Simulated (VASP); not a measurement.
# WC: single point with r2SCAN

The system is WC.

```
W C
1.0
     2.90050    0.00000    0.00000
    -1.45025    2.51191    0.00000
     0.00000    0.00000    2.82900
W C
1 1
Cartesian
  0.0000 0.0000 0.2625
  1.4503 0.8373 1.4145
```

This cell differs from its parent crystal: all W atoms moved +0.263 Å, as atom 1 along Cartesian [0 0 1].

```yaml
Program: VASP 6.6.1
Task: single point
Functional: r2SCAN
Potentials_or_basis: VASP PAW PBE potentials, release 64 (W_sv, C)
Cutoff: 520 eV
k_mesh: 18 × 18 × 16
Occupations: gaussian, width 0.15 eV
Spin: no spin polarisation
Dipole_correction: no
Further_INCAR_settings: ALGO = Normal; EDIFF = 1e-06; NBANDS = 16
```

- Pressure: 22.5 GPa
- Largest force: 4.304 eV/Å
- Band gap on the k mesh: zero (band 9 reaches 12.42 eV, above the bottom of band 10 at 10.88 eV)

Forces in eV/Å, atoms in the order of the input:
```
W    0.000  0.000 -4.304
C    0.000  0.000  4.304
```

Stress tensor (GPa, compression positive):
```
21.55  0.00  0.00
 0.00 21.55  0.00
 0.00  0.00 24.28
```

Levels at points of the mesh, in eV from the Fermi level:
```csv
k point,band 5,band 6,band 7,band 8,band 9,band 10,band 11,band 12,band 13,band 14
"(0.00, 0.00, 0.00)",-15.50,-5.51,-4.22,-4.22,1.13,2.92,2.92,6.57,6.71,6.71
"(0.50, 0.00, 0.00)",-12.23,-7.54,-4.44,-3.03,-1.54,3.10,4.64,4.65,5.40,11.69
"(0.00, 0.00, 0.50)",-11.78,-8.99,-3.23,-3.23,-0.41,-0.41,4.20,5.22,5.22,9.67
"(0.50, 0.00, 0.50)",-12.33,-7.35,-4.86,-4.32,0.11,4.30,5.35,6.57,9.32,10.54
```

Run time: 4.8 min on 1 thread of Intel(R) Xeon(R) 6975P-C (Granite Rapids), with other jobs on the host, peak memory 0.28 GiB.

Caveat: the cell differs from its parent crystal (all W atoms moved +0.263 Å, as atom 1 along Cartesian [0 0 1]); the PAW data sets were made with another functional, which shifts forces and pressure a little; spin-orbit coupling is left out, which moves the levels of the heavy elements.
